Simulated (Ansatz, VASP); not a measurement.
Ge8Mo3W: VASP beside Ansatz

```xyz
12
Lattice="4.7213 0.0000 0.0000 0.0000 4.7213 0.0000 0.0000 0.0000 8.2866" Properties=species:S:1:pos:R:3 pbc="T T T"
Ge    0.0000    2.3607    2.7988
Ge    0.0000    0.0000    6.9459
Ge    2.3607    2.3607    6.9495
Ge    2.3607    0.0000    2.7988
Ge    0.0000    2.3607    5.4878
Ge    0.0000    0.0000    1.3407
Ge    2.3607    2.3607    1.3372
Ge    2.3607    0.0000    5.4878
Mo    0.0000    2.3607    0.0000
Mo    0.0000    0.0000    4.1433
Mo    2.3607    0.0000    0.0000
W     2.3607    2.3607    4.1433
```

Alike in both runs: functional PBE; k mesh 8 × 8 × 6; occupations gaussian, width 0.1 eV; no spin polarisation.

Ansatz relaxed the structure, and its values are those at the end. VASP's run is a single point on that final structure, the one shown.

|  | VASP | Ansatz |
| --- | --- | --- |
| version | VASP 6.6.1 | Ansatz 0.2.0 |
| potentials or method | VASP PAW PBE potentials, release 64 (Ge_d, Mo_sv, W_sv), cutoff 520 eV | scalar-relativistic, plane waves, PAW |
| valence electrons in the cell | 168 | 168 |

|  | VASP | Ansatz | Ansatz less VASP |
| --- | --- | --- | --- |
| gap on the k mesh at the Fermi level (eV) | none | none | - |
| pressure (GPa) | 0.3 | 0.0 | -0.26 |
| rms of the force components (eV/Å) | 0.003 | 0.000 | -0.0030 |

A gap of «none» marks a metal or a gap that the smearing closes.

Neither program's run includes spin-orbit coupling.
